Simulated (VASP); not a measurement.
# Bi2Se3 (R-3m) in VASP: settings compared

Aim: see how the results for Bi2Se3 move with the level of theory and the settings. Levels: PBE+D3(BJ), LDA. Tasks: single point.

All numbers are computed with VASP 6.6.1; they aren't measurements. Logs are shortened: lines on timing, memory, paths and dates and some standing lists are left out, and cuts for length are marked.

## 1. The cell of the first run

Symmetry: R-3m, No. 166, trigonal system. The conventional cell has a = 4.198 Å, b = 4.198 Å, c = 29.013 Å, α = 90.00°, β = 90.00°, γ = 120.00°. Bi (site symmetry 3m) has 6 Se at 2.89 to 3.12 Å within 3.8 Å. Se (site symmetry 3m) has 3 Bi at 2.89 Å and 3 Se at 3.56 Å within 3.8 Å. Se (site symmetry -3m) has 6 Bi at 3.12 Å and 12 Se at 4.20 to 4.28 Å within 4.3 Å.

## 2. Single point, PBE+D3(BJ)

Contents of INCAR:

```
SYSTEM = Bi2Se3
PREC = Accurate ; ENCUT = 520
EDIFF = 1E-6 ; ISMEAR = -1
SIGMA = 0.05 ; LREAL = .FALSE.
LASPH = .TRUE. ; NELM = 100
ALGO = Normal ; ISIF = 2
LWAVE = .FALSE. ; LCHARG = .TRUE.
GGA = PE ; IVDW = 12
LELF = .TRUE. ; LVHAR = .TRUE.
NBANDS = 32
```

Contents of KPOINTS:

```
Automatic mesh
0
G
  8 8 8
  0 0 0
```

Contents of POSCAR:

```
Bi2Se3
1.0
    2.0987597050      1.2117194806      9.6709442292
   -2.0987597050      1.2117194806      9.6709442292
    0.0000000000     -2.4234389614      9.6709442292
Bi Se
2 3
Direct
    0.5992000000      0.5992000000      0.5992000000
    0.4008000000      0.4008000000      0.4008000000
    0.7883000000      0.7883000000      0.7883000000
    0.2117000000      0.2117000000      0.2117000000
    0.0000000000      0.0000000000      0.0000000000
```

Potentials or basis: VASP PAW PBE potentials, release 64 (Bi_d, Se).

Run with:

```sh
$ cat potpaw_PBE.64/Bi_d/POTCAR potpaw_PBE.64/Se/POTCAR > POTCAR
$ mpirun -np 1 vasp_std > vasp.out
```

OUTCAR:

```text
SYSTEM = Bi2Se3
   PREC = Accurate
   ENCUT = 520
   EDIFF = 1E-6
   ISMEAR = -1
   LREAL = .FALSE.
   LASPH = .TRUE.
   NELM = 100
   ISIF = 2
   GGA = PE
   IVDW = 12
 IVDW          = 12

 ion  position               nearest neighbor table
   1  0.599  0.599  0.599-   4 2.89   4 2.89   4 2.89   5 3.12   5 3.12   5 3.12
   2  0.401  0.401  0.401-   3 2.89   3 2.89   3 2.89   5 3.12   5 3.12   5 3.12
   3  0.788  0.788  0.788-   2 2.89   2 2.89   2 2.89
   4  0.212  0.212  0.212-   1 2.89   1 2.89   1 2.89
   5  0.000  0.000  0.000-   1 3.12   1 3.12   2 3.12   2 3.12   1 3.12   2 3.12

  LATTYP: Found a trigonal (rhomboedric) cell.
 ALAT       =     9.9699658316
 COS(alpha) =     0.9113725833

  Lattice vectors:

 A1 = (   2.0987597050,   1.2117194806,   9.6709442292)
 A2 = (  -2.0987597050,   1.2117194806,   9.6709442292)
 A3 = (   0.0000000000,  -2.4234389614,   9.6709442292)

Analysis of symmetry for initial positions (statically):
=====================================================================
 Subroutine PRICEL returns:
 Original cell was already a primitive cell.

 Routine SETGRP: Setting up the symmetry group for a
 trigonal (rhombohedral) supercell.

 Subroutine GETGRP returns: Found 12 space group operations
 (whereof 12 operations were pure point group operations)
 out of a pool of 12 trial point group operations.

The static configuration has the point symmetry D_3d.

Analysis of symmetry for dynamics (positions and initial velocities):
=====================================================================
 Subroutine PRICEL returns:
 Original cell was already a primitive cell.

 Routine SETGRP: Setting up the symmetry group for a
 trigonal (rhombohedral) supercell.

 Subroutine GETGRP returns: Found 12 space group operations
 (whereof 12 operations were pure point group operations)
 out of a pool of 12 trial point group operations.

The dynamic configuration has the point symmetry D_3d.

 Subroutine INISYM returns: Found 12 space group operations
 (whereof 12 operations are pure point group operations),
 and found     1 'primitive' translations

----------------------------------------------------------------------------------------

                                     Primitive cell

  volume of cell :     147.5655

  direct lattice vectors                    reciprocal lattice vectors
     2.098759705  1.211719481  9.670944229     0.238235944  0.137545587  0.034467507
    -2.098759705  1.211719481  9.670944229    -0.238235944  0.137545587  0.034467507
     0.000000000 -2.423438961  9.670944229     0.000000000 -0.275091173  0.034467507

  length of vectors
     9.969965832  9.969965832  9.969965832     0.277242065  0.277242065  0.277242065

  position of ions in fractional coordinates (direct lattice)
     0.599200000  0.599200000  0.599200000
     0.400800000  0.400800000  0.400800000
     0.788300000  0.788300000  0.788300000
     0.211700000  0.211700000  0.211700000
     0.000000000  0.000000000  0.000000000

  ion indices of the primitive-cell ions
   primitive index   ion index
                 1           1
                 2           2
                 3           3
                 4           4
                 5           5

----------------------------------------------------------------------------------------

 KPOINTS: Automatic mesh

Automatic generation of k-mesh.
 Grid dimensions read from file:
 generate k-points for:    8    8    8

 Generating k-lattice:

  Cartesian coordinates                     Fractional coordinates (reciprocal lattice)
     0.029779493  0.017193198  0.004308438     0.125000000  0.000000000  0.000000000
    -0.029779493  0.017193198  0.004308438     0.000000000  0.125000000  0.000000000
     0.000000000 -0.034386397  0.004308438     0.000000000  0.000000000  0.125000000

  Length of vectors
     0.034655258  0.034655258  0.034655258

  Shift w.r.t. Gamma in fractional coordinates (k-lattice)
     0.000000000  0.000000000  0.000000000

 Subroutine IBZKPT returns following result:
 ===========================================

 Found     65 irreducible k-points:

 Following reciprocal coordinates:
            Coordinates               Weight
  0.000000  0.000000  0.000000      1.000000
  0.125000 -0.000000  0.000000      6.000000
  0.250000 -0.000000  0.000000      6.000000
  0.375000 -0.000000  0.000000      6.000000
  0.500000 -0.000000  0.000000      3.000000
  0.125000  0.125000  0.000000      6.000000
[... 16 lines left out ...]
  0.250000  0.125000  0.125000      6.000000
  0.375000  0.125000  0.125000      6.000000
 [... further k-points ...]
   k-points           NKPTS =     65   k-points in BZ     NKDIM =     65   number of bands    NBANDS=     32
   number of dos      NEDOS =    301   number of ions     NIONS =      5
   total plane-waves  NPLWV = 512000
   dimension x,y,z NGX =    80 NGY =   80 NGZ =   80
   dimension x,y,z NGXF=   160 NGYF=  160 NGZF=  160
   ions per type =               2   3
   NGX,Y,Z   is equivalent  to a cutoff of  13.34, 13.34, 13.34 a.u.
   NGXF,Y,Z  is equivalent  to a cutoff of  26.68, 26.68, 26.68 a.u.
 SYSTEM =  Bi2Se3
   PREC   = accura    normal or accurate (medium, high low for compatibility)
   ISTART =      0    job   : 0-new  1-cont  2-samecut
   ICHARG =      2    charge: 1-file 2-atom 10-const
   ISPIN  =      1    spin polarized calculation?
   LNONCOLLINEAR =      F non collinear calculations
   LSORBIT =      F    spin-orbit coupling
   LASPH  =      T    aspherical Exc in radial PAW
   ENCUT  =  520.0 eV  38.22 Ry    6.18 a.u.  18.54 18.54 18.54*2*pi/ulx,y,z
   NELM   =    100;   NELMIN=  2; NELMDL= -5     # of ELM steps
   EDIFF  = 0.1E-05   stopping-criterion for ELM
   LREAL  =      F    real-space projection
   EDIFFG = 0.1E-04   stopping-criterion for IOM
   NSW    =      0    number of steps for IOM
   IBRION =     -1    ionic relax: 0-MD 1-quasi-New 2-CG
   NFREE  =      0    steps in history (QN), initial steepest desc. (CG)
   ISIF   =      2    stress and relaxation
   ISYM   =      2    0-nonsym 1-usesym 2-fastsym
   POTIM  = 0.5000    time-step for ionic-motion
   TEBEG  =    0.0;   TEEND  =   0.0 temperature during run
   PSTRESS=    0.0 pullay stress
   NELECT =      48.0000    total number of electrons
   NUPDOWN=      -1.0000    fix difference up-down
   EMIN   =  10.00;   EMAX   =-10.00  energy-range for DOS
   EFERMI =   0.00;   METHOD = LEGACY
   ISMEAR =    -1;   SIGMA  =   0.05  broadening in eV -4-tet -1-fermi 0-gaus
   EFERMI_NEDOS =   21; number of points for ismear=-14 and -15
   IALGO  =     38    algorithm
   IMIX   =      4    mixing-type and parameters
     AMIX     =   0.40;   BMIX     =  1.00
     AMIX_MAG =   1.60;   BMIX_MAG =  1.00
  volume/ion in A,a.u.               =      29.51       199.16
  Fermi-wavevector in a.u.,A,eV,Ry     =   1.125884  2.127612 17.246942  1.267614
  Thomas-Fermi vector in A             =   2.262563
   LORBIT       =      0    0 simple, 1 ext, 2 COOP (PROOUT), +10 PAW based schemes
   GGA     = PE    functional components
   LHFCALC =     F    Hartree Fock is set to
   AEXX    =    0.0000 exact exchange contribution
   IVDW    =    12    specifies the selected vdW correction
   LEPSILON=     F    determine dielectric tensor
   LRPA    =     F    only Hartree local field effects (RPA)
 non-spin polarized calculation
  energy-cutoff  :      520.00
  volume of cell :      147.57
 maximum number of plane-waves:      3988
 NGX is ok and might be reduce to    80
   NGX = 37   NGY = 37   NGZ = 37

 number of electron      48.0000001 magnetization

 Free energy of the ion-electron system (eV)
  ---------------------------------------------------
  ext. energy  EPLUGINS =         0.00000000
  ---------------------------------------------------
  free energy    TOTEN  =       -20.20235611 eV

  energy without entropy =      -20.20217222  energy(sigma->0) =      -20.20226417

 E-fermi :   4.6160     XC(G=0):  -9.3192

 val. band max:        4.4916740603   @ k =   0.0000   0.0000   0.0000
 cond. band min:       4.7338045874   @ k =   0.0000   0.0000   0.0000
 fundamental gap:      0.2421305271
 Fermi energy:         4.6160438180

 k-point     1 :       0.0000    0.0000    0.0000
  band No.  band energies     occupation
      1     -18.5794      2.00000
      2     -18.5794      2.00000
      3     -18.5781      2.00000
      4     -18.5781      2.00000
      5     -18.5753      2.00000
      6     -18.5732      2.00000
[... 24 lines left out ...]
     31      10.4123      0.00000
     32      11.4324      0.00000

 k-point     2 :       0.1250   -0.0000    0.0000
  band No.  band energies     occupation
      1     -18.5810      2.00000
      2     -18.5795      2.00000
      3     -18.5761      2.00000
      4     -18.5749      2.00000
      5     -18.5732      2.00000
      6     -18.5712      2.00000
[... 24 lines left out ...]
     31      10.0709      0.00000
     32      10.6372      0.00000

 k-point     3 :       0.2500   -0.0000    0.0000
  band No.  band energies     occupation
      1     -18.5859      2.00000
      2     -18.5836      2.00000
      3     -18.5718      2.00000
      4     -18.5692      2.00000
      5     -18.5681      2.00000
      6     -18.5679      2.00000
[... 24 lines left out ...]
     31       9.2056      0.00000
     32      10.8032      0.00000

 k-point     4 :       0.3750   -0.0000    0.0000
  band No.  band energies     occupation
      1     -18.5918      2.00000
      2     -18.5885      2.00000
      3     -18.5753      2.00000
      4     -18.5712      2.00000
      5     -18.5683      2.00000
      6     -18.5649      2.00000
[... 24 lines left out ...]
     31       8.8520      0.00000
     32      10.8396      0.00000

 k-point     5 :       0.5000   -0.0000    0.0000
  band No.  band energies     occupation
      1     -18.5945      2.00000
      2     -18.5907      2.00000
      3     -18.5767      2.00000
      4     -18.5724      2.00000
      5     -18.5688      2.00000
      6     -18.5648      2.00000
[... 584 lines left out ...]
     31       9.5685      0.00000
     32      11.3602      0.00000

 k-point    22 :       0.1250    0.1250    0.1250
  band No.  band energies     occupation
      1     -18.5794      2.00000
      2     -18.5794      2.00000
      3     -18.5781      2.00000
      4     -18.5781      2.00000
      5     -18.5753      2.00000
      6     -18.5731      2.00000
[... 24 lines left out ...]
     31      10.4156      0.00000
     32      11.2554      0.00000

 k-point    23 :       0.2500    0.1250    0.1250
  band No.  band energies     occupation
      1     -18.5809      2.00000
      2     -18.5795      2.00000
      3     -18.5761      2.00000
      4     -18.5749      2.00000
      5     -18.5732      2.00000
      6     -18.5712      2.00000
[... 24 lines left out ...]
     31      10.0391      0.00000
     32      10.8081      0.00000

 k-point    24 :       0.3750    0.1250    0.1250
  band No.  band energies     occupation
      1     -18.5859      2.00000
      2     -18.5836      2.00000
      3     -18.5719      2.00000
      4     -18.5692      2.00000
      5     -18.5681      2.00000
      6     -18.5679      2.00000
[... 24 lines left out ...]
     31       9.2892      0.00000
     32      10.8694      0.00000

 [... further k-points ...]

------------------------ aborting loop because EDIFF is reached ----------------------------------------

 Edisp (eV)   -1.92158

 E8    (eV) :    -0.8695

  FORCE on cell =-STRESS in cart. coord.  units (eV):
  Direction    XX          YY          ZZ          XY          YZ          ZX
  --------------------------------------------------------------------------------------
  -------------------------------------------------------------------------------------
  Total      -1.91147    -1.91147    -1.89821     0.00000     0.00000     0.00000
  in kB     -20.75359   -20.75359   -20.60960     0.00000     0.00000     0.00000
  external pressure =      -20.71 kB  Pullay stress =        0.00 kB

 VOLUME and BASIS-vectors are now :
 -----------------------------------------------------------------------------
  energy-cutoff  :      520.00
  volume of cell :      147.57
      direct lattice vectors                 reciprocal lattice vectors
     2.098759705  1.211719481  9.670944229     0.238235944  0.137545587  0.034467507
    -2.098759705  1.211719481  9.670944229    -0.238235944  0.137545587  0.034467507
     0.000000000 -2.423438961  9.670944229     0.000000000 -0.275091173  0.034467507

 POSITION                                       TOTAL-FORCE (eV/Angst)
 -----------------------------------------------------------------------------------
      0.00000     -0.00000     17.38449         0.000000     -0.000000      0.061820
      0.00000     -0.00000     11.62834         0.000000      0.000000     -0.061820
      0.00000     -0.00000     22.87082         0.000000      0.000000     -0.117563
      0.00000     -0.00000      6.14202         0.000000     -0.000000      0.117563
      0.00000      0.00000      0.00000         0.000000      0.000000      0.000000
 -----------------------------------------------------------------------------------
    total drift:                                0.000000      0.000000     -0.000000

  FREE ENERGIE OF THE ION-ELECTRON SYSTEM (eV)
  ---------------------------------------------------
  free  energy   TOTEN  =       -22.1239402371 eV

  energy  without entropy=      -22.1237563506  energy(sigma->0) =      -22.12384829
```

It took 23 min on 1 thread of Intel Xeon 6975P-C (Granite Rapids), shared host; peak memory 1 GiB.

What came out:

```yaml
Free_energy: -22.1239 eV
Pressure: -2.1 GPa
Largest_force: 0.118 eV/Å
Band_gap_on_the_k_mesh: 0.24 eV
Dispersion_energy_per_atom: -0.384 eV
```

Forces in eV/Å, atoms in the order of the input:
```
Bi   0.000  0.000  0.062
Bi   0.000  0.000 -0.062
Se   0.000  0.000 -0.118
Se   0.000  0.000  0.118
Se   0.000  0.000  0.000
```

Levels at points of the mesh, in eV from the valence-band top:
```csv
k point,band 20,band 21,band 22,band 23,band 24,band 25,band 26,band 27,band 28,band 29
"(0.00, 0.00, 0.00)",-1.74,-1.74,-1.10,-1.10,0.00,0.24,1.43,1.43,2.13,2.68
"(0.50, 0.00, 0.00)",-2.83,-2.82,-1.99,-1.12,-0.52,0.88,1.94,2.98,3.07,4.03
"(0.50, 0.50, 0.00)",-2.41,-1.79,-1.75,-1.50,-0.94,1.38,1.98,2.56,2.93,3.44
"(0.50, 0.50, 0.50)",-1.51,-1.50,-1.25,-1.25,-0.43,0.66,1.72,1.72,2.02,2.36
```

Caveat: spin-orbit coupling is left out, which moves the levels of the heavy elements.

(Part 1 of 2 ends here.)
